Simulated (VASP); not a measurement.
# HfO2 (R3m) in VASP: further runs

HfO2 is run at these levels: r2SCAN+rVV10, PBEsol; tasks: single point, relaxation of cell and atoms.

Everything below comes from runs of VASP 6.6.1. Logs are shortened: lines on timing, memory, paths and dates and some standing lists are left out, and cuts for length are marked.

## 1. The cell of the first run

Symmetry: R3m, No. 160, trigonal system. The conventional cell has a = 3.097 Å, b = 3.097 Å, c = 14.121 Å, α = 90.00°, β = 90.00°, γ = 120.00°. Within 2.8 Å of Hf (site symmetry 3m) lie 6 O at 2.12 to 2.13 Å. Within 2.8 Å of O (site symmetry 3m) lie 3 Hf at 2.12 Å and 1 O at 2.30 Å. Within 2.8 Å of O (site symmetry 3m) lie 3 Hf at 2.13 Å and 1 O at 2.30 Å.

## 2. Single point, r2SCAN+rVV10

POSCAR

```
HfO2
1.0
    1.5483676769      0.8939504951      4.7070263278
   -1.5483676769      0.8939504951      4.7070263278
    0.0000000000     -1.7879009901      4.7070263278
Hf O
1 2
Direct
    1.0000581689      1.0000581689      1.0000581689
    0.4143822613      0.4143822613      0.4143822613
    0.2515605698      0.2515605698      0.2515605698
```

INCAR.step1

```
SYSTEM = HfO2
PREC = Accurate
ENCUT = 660
ISMEAR = -1
SIGMA = 0.03
LREAL = .False.
LASPH = .True.
NELM = 120
NBANDS = 18
GGA = PE
ALGO = Normal
EDIFF = 1E-5
LWAVE = .True.
LCHARG = .False.
GGA_COMPAT = .False.
```

INCAR.step2

```
SYSTEM = HfO2
PREC = Accurate
ENCUT = 660
EDIFF = 1E-6
ISMEAR = -1
SIGMA = 0.03
LREAL = .False.
LASPH = .True.
NELM = 120
ALGO = Normal
ISIF = 2
LWAVE = .False.
LCHARG = .False.
METAGGA = R2SCAN
LMIXTAU = .True.
LUSE_VDW = .True.
IVDW_NL = 2
BPARAM = 11.95
CPARAM = 0.0093
NBANDS = 18
ISTART = 1
GGA_COMPAT = .False.
```

KPOINTS

```
Automatic mesh
0
Gamma
  8 8 8
  0 0 0
```

Potentials or basis: VASP PAW PBE potentials, release 64 (Hf_pv, O).

Started as:

```
$ cat potpaw_PBE.64/Hf_pv/POTCAR potpaw_PBE.64/O/POTCAR > POTCAR
$ cp INCAR.step1 INCAR
$ mpirun -np 1 vasp_std > vasp.out
$ cp INCAR.step2 INCAR
$ mpirun -np 1 vasp_std > vasp.out
```

OUTCAR:

```text
SYSTEM = HfO2
   PREC = Accurate
   ENCUT = 660
   EDIFF = 1E-6
   ISMEAR = -1
   LREAL = .False.
   LASPH = .True.
   NELM = 120
   ISIF = 2
   METAGGA = R2SCAN
   IVDW_NL = 2
   BPARAM = 11.95
   ISTART = 1

 ion  position               nearest neighbor table
   1  0.000  0.000  0.000-   2 2.12   2 2.12   2 2.12   3 2.13   3 2.13   3 2.13
   2  0.414  0.414  0.414-   1 2.12   1 2.12   1 2.12
   3  0.252  0.252  0.252-   1 2.13   1 2.13   1 2.13

  LATTYP: Found a trigonal (rhomboedric) cell.
 ALAT       =     5.0351451619
 COS(alpha) =     0.8108727109

  Lattice vectors:

 A1 = (   1.5483676769,   0.8939504951,   4.7070263278)
 A2 = (  -1.5483676769,   0.8939504951,   4.7070263278)
 A3 = (   0.0000000000,  -1.7879009901,   4.7070263278)

Analysis of symmetry for initial positions (statically):
=====================================================================
 Subroutine PRICEL returns:
 Original cell was already a primitive cell.

 Routine SETGRP: Setting up the symmetry group for a
 trigonal (rhombohedral) supercell.

 Subroutine GETGRP returns: Found  6 space group operations
 (whereof  6 operations were pure point group operations)
 out of a pool of 12 trial point group operations.

The static configuration has the point symmetry C_3v.

Analysis of symmetry for dynamics (positions and initial velocities):
=====================================================================
 Subroutine PRICEL returns:
 Original cell was already a primitive cell.

 Routine SETGRP: Setting up the symmetry group for a
 trigonal (rhombohedral) supercell.

 Subroutine GETGRP returns: Found  6 space group operations
 (whereof  6 operations were pure point group operations)
 out of a pool of 12 trial point group operations.

The dynamic configuration has the point symmetry C_3v.

 Subroutine INISYM returns: Found  6 space group operations
 (whereof  6 operations are pure point group operations),
 and found     1 'primitive' translations

----------------------------------------------------------------------------------------

                                     Primitive cell

  volume of cell :      39.0918

  direct lattice vectors                    reciprocal lattice vectors
     1.548367677  0.893950495  4.707026328     0.322920717  0.186438363  0.070816118
    -1.548367677  0.893950495  4.707026328    -0.322920717  0.186438363  0.070816118
     0.000000000 -1.787900990  4.707026328     0.000000000 -0.372876725  0.070816118

  length of vectors
     5.035145162  5.035145162  5.035145162     0.379541796  0.379541796  0.379541796

  position of ions in fractional coordinates (direct lattice)
     0.000058169  0.000058169  0.000058169
     0.414382261  0.414382261  0.414382261
     0.251560570  0.251560570  0.251560570

  ion indices of the primitive-cell ions
   primitive index   ion index
                 1           1
                 2           2
                 3           3

----------------------------------------------------------------------------------------

 KPOINTS: Automatic mesh

Automatic generation of k-mesh.
 Grid dimensions read from file:
 generate k-points for:    8    8    8

 Generating k-lattice:

  Cartesian coordinates                     Fractional coordinates (reciprocal lattice)
     0.040365090  0.023304795  0.008852015     0.125000000  0.000000000 -0.000000000
    -0.040365090  0.023304795  0.008852015     0.000000000  0.125000000 -0.000000000
     0.000000000 -0.046609591  0.008852015    -0.000000000 -0.000000000  0.125000000

  Length of vectors
     0.047442725  0.047442725  0.047442725

  Shift w.r.t. Gamma in fractional coordinates (k-lattice)
     0.000000000  0.000000000  0.000000000

 Subroutine IBZKPT returns following result:
 ===========================================

 Found     65 irreducible k-points:

 Following reciprocal coordinates:
            Coordinates               Weight
  0.000000  0.000000  0.000000      1.000000
  0.125000 -0.000000  0.000000      6.000000
  0.250000 -0.000000  0.000000      6.000000
  0.375000 -0.000000  0.000000      6.000000
  0.500000 -0.000000  0.000000      3.000000
  0.125000  0.125000  0.000000      6.000000
[... 16 lines left out ...]
  0.250000  0.125000  0.125000      6.000000
  0.375000  0.125000  0.125000      6.000000
 [... further k-points ...]
   k-points           NKPTS =     65   k-points in BZ     NKDIM =     65   number of bands    NBANDS=     18
   number of dos      NEDOS =    301   number of ions     NIONS =      3
   total plane-waves  NPLWV =  74088
   dimension x,y,z NGX =    42 NGY =   42 NGZ =   42
   dimension x,y,z NGXF=    84 NGYF=   84 NGZF=   84
   ions per type =               1   2
   NGX,Y,Z   is equivalent  to a cutoff of  13.87, 13.87, 13.87 a.u.
   NGXF,Y,Z  is equivalent  to a cutoff of  27.73, 27.73, 27.73 a.u.
 SYSTEM =  HfO2
   PREC   = accura    normal or accurate (medium, high low for compatibility)
   ISTART =      1    job   : 0-new  1-cont  2-samecut
   ICHARG =      0    charge: 1-file 2-atom 10-const
   ISPIN  =      1    spin polarized calculation?
   LNONCOLLINEAR =      F non collinear calculations
   LSORBIT =      F    spin-orbit coupling
   LASPH  =      T    aspherical Exc in radial PAW
   ENCUT  =  660.0 eV  48.51 Ry    6.96 a.u.  10.55 10.55 10.55*2*pi/ulx,y,z
   NELM   =    120;   NELMIN=  2; NELMDL=  0     # of ELM steps
   EDIFF  = 0.1E-05   stopping-criterion for ELM
   LREAL  =      F    real-space projection
   EDIFFG = 0.1E-04   stopping-criterion for IOM
   NSW    =      0    number of steps for IOM
   IBRION =     -1    ionic relax: 0-MD 1-quasi-New 2-CG
   NFREE  =      0    steps in history (QN), initial steepest desc. (CG)
   ISIF   =      2    stress and relaxation
   ISYM   =      2    0-nonsym 1-usesym 2-fastsym
   POTIM  = 0.5000    time-step for ionic-motion
   TEBEG  =    0.0;   TEEND  =   0.0 temperature during run
   PSTRESS=    0.0 pullay stress
   NELECT =      22.0000    total number of electrons
   NUPDOWN=      -1.0000    fix difference up-down
   EMIN   =  10.00;   EMAX   =-10.00  energy-range for DOS
   EFERMI =   0.00;   METHOD = LEGACY
   ISMEAR =    -1;   SIGMA  =   0.03  broadening in eV -4-tet -1-fermi 0-gaus
   EFERMI_NEDOS =   21; number of points for ismear=-14 and -15
   IALGO  =     38    algorithm
   IMIX   =      4    mixing-type and parameters
     AMIX     =   0.40;   BMIX     =  1.00
     AMIX_MAG =   1.60;   BMIX_MAG =  1.00
  volume/ion in A,a.u.               =      13.03        87.93
  Fermi-wavevector in a.u.,A,eV,Ry     =   1.351618  2.554187 24.856085  1.826871
  Thomas-Fermi vector in A             =   2.479025
   LORBIT       =      0    0 simple, 1 ext, 2 COOP (PROOUT), +10 PAW based schemes
   METAGGA = R2SCAN    functional components
   LHFCALC =     F    Hartree Fock is set to
   AEXX    =    0.0000 exact exchange contribution
   IVDW_NL    =     2    kernel type
   BPARAM     =11.9500
   IVDW    =     0    specifies the selected vdW correction
   LEPSILON=     F    determine dielectric tensor
   LRPA    =     F    only Hartree local field effects (RPA)
 non-spin polarized calculation
  energy-cutoff  :      660.00
  volume of cell :       39.09
 maximum number of plane-waves:      1538
   NGX = 21   NGY = 21   NGZ = 21

 number of electron      22.0000002 magnetization

 Free energy of the ion-electron system (eV)
  ---------------------------------------------------
  ext. energy  EPLUGINS =         0.00000000
  ---------------------------------------------------
  free energy    TOTEN  =       -65.54465853 eV

  energy without entropy =      -65.54465853  energy(sigma->0) =      -65.54465853

 E-fermi :   3.0468     XC(G=0): -11.3527

 val. band max:        2.3648386092   @ k =   0.0000   0.0000   0.0000
 cond. band min:       4.0815009279   @ k =  -0.2500   0.2500   0.0000
 fundamental gap:      1.7166623187
 Fermi energy:         3.0467677281

 k-point     1 :       0.0000    0.0000    0.0000
  band No.  band energies     occupation
      1     -29.2114      2.00000
      2     -28.8218      2.00000
      3     -28.8218      2.00000
      4     -17.3860      2.00000
      5     -14.9763      2.00000
      6      -3.4991      2.00000
[... 10 lines left out ...]
     17       8.9462      0.00000
     18      13.5546      0.00000

 k-point     2 :       0.1250   -0.0000    0.0000
  band No.  band energies     occupation
      1     -29.1722      2.00000
      2     -28.9902      2.00000
      3     -28.8525      2.00000
      4     -17.1742      2.00000
      5     -15.0844      2.00000
      6      -3.2557      2.00000
[... 10 lines left out ...]
     17       9.3245      0.00000
     18      14.4927      0.00000

 k-point     3 :       0.2500   -0.0000    0.0000
  band No.  band energies     occupation
      1     -29.3731      2.00000
      2     -29.0758      2.00000
      3     -28.9259      2.00000
      4     -16.6952      2.00000
      5     -15.3430      2.00000
      6      -3.0931      2.00000
[... 10 lines left out ...]
     17      10.1943      0.00000
     18      14.5427      0.00000

 k-point     4 :       0.3750   -0.0000    0.0000
  band No.  band energies     occupation
      1     -29.7278      2.00000
      2     -28.9981      2.00000
      3     -28.9769      2.00000
      4     -16.2579      2.00000
      5     -15.5997      2.00000
      6      -3.2556      2.00000
[... 375 lines left out ...]
      4     -17.3568      2.00000
      5     -15.0195      2.00000
      6      -3.3669      2.00000
[... 10 lines left out ...]
     17       8.9531      0.00000
     18      12.9220      0.00000

 k-point    23 :       0.2500    0.1250    0.1250
  band No.  band energies     occupation
      1     -29.1739      2.00000
      2     -28.9902      2.00000
      3     -28.8525      2.00000
      4     -17.1297      2.00000
      5     -15.1464      2.00000
      6      -3.0481      2.00000
[... 10 lines left out ...]
     17       9.3478      0.00000
     18      13.5953      0.00000

 k-point    24 :       0.3750    0.1250    0.1250
  band No.  band energies     occupation
      1     -29.3730      2.00000
      2     -29.0774      2.00000
      3     -28.9259      2.00000
      4     -16.6478      2.00000
      5     -15.4010      2.00000
      6      -2.9291      2.00000
[... 10 lines left out ...]
     17      10.2614      0.00000
     18      14.5416      0.00000

 [... further k-points ...]

------------------------ aborting loop because EDIFF is reached ----------------------------------------

  FORCE on cell =-STRESS in cart. coord.  units (eV):
  Direction    XX          YY          ZZ          XY          YZ          ZX
  --------------------------------------------------------------------------------------
  -------------------------------------------------------------------------------------
  Total       -0.5163586     -0.5163586     -0.4525301      0.0000000     -0.0000000      0.0000000
  in kB      -21.1629649    -21.1629649    -18.5469555      0.0000000     -0.0000000      0.0000000
  external PRESSURE =     -20.2909618 kB  Pullay stress =       0.0000000 kB

 VOLUME and BASIS-vectors are now :
 -----------------------------------------------------------------------------
  energy-cutoff  :      660.00
  volume of cell :       39.09
      direct lattice vectors                 reciprocal lattice vectors
     1.548367677  0.893950495  4.707026328     0.322920717  0.186438363  0.070816118
    -1.548367677  0.893950495  4.707026328    -0.322920717  0.186438363  0.070816118
     0.000000000 -1.787900990  4.707026328     0.000000000 -0.372876725  0.070816118

 POSITION                                       TOTAL-FORCE (eV/Angst)
 -----------------------------------------------------------------------------------
      0.00000      0.00000      0.00082         0.000000      0.000000      0.001336
      0.00000      0.00000      5.85152         0.000000     -0.000000     -0.156529
      0.00000      0.00000      3.55231         0.000000      0.000000      0.155194
 -----------------------------------------------------------------------------------
    total drift:                                0.000000     -0.000000      0.000342

  FREE ENERGIE OF THE ION-ELECTRON SYSTEM (eV)
  ---------------------------------------------------
  free  energy   TOTEN  =       -65.5446585321 eV

  energy  without entropy=      -65.5446585321  energy(sigma->0) =      -65.54465853
```

Wall time 4.9 min (1 thread of Intel Xeon 6975P-C (Granite Rapids), shared host); peak memory 0.58 GiB.

What came out:

```
Free energy            : -65.5447 eV
Pressure               : -2.0 GPa
Largest force          : 0.157 eV/Å
Band gap on the k mesh : 1.72 eV (least direct gap 2.44 eV)
```

Forces on the atoms (eV/Å):
```
Hf   0.000  0.000  0.001
O    0.000  0.000 -0.157
O    0.000  0.000  0.155
```

Levels at points of the mesh, in eV from the valence-band top:
```csv
k point,band 9,band 10,band 11,band 12,band 13,band 14
"(0.00, 0.00, 0.00)",-2.67,-2.67,0.00,3.12,5.37,6.06
"(0.50, 0.00, 0.00)",-3.49,-2.34,-0.60,2.21,6.17,6.88
"(0.50, 0.50, 0.00)",-3.35,-2.58,-1.08,2.14,6.24,6.75
"(0.50, 0.50, 0.50)",-2.56,-2.56,-1.83,3.90,5.22,5.94
```

Caveat: the PAW data sets were made with another functional, which shifts forces and pressure a little; spin-orbit coupling is left out, which moves the levels of the heavy elements. A k mesh can miss the band edges.

[end of part 1 of 2]
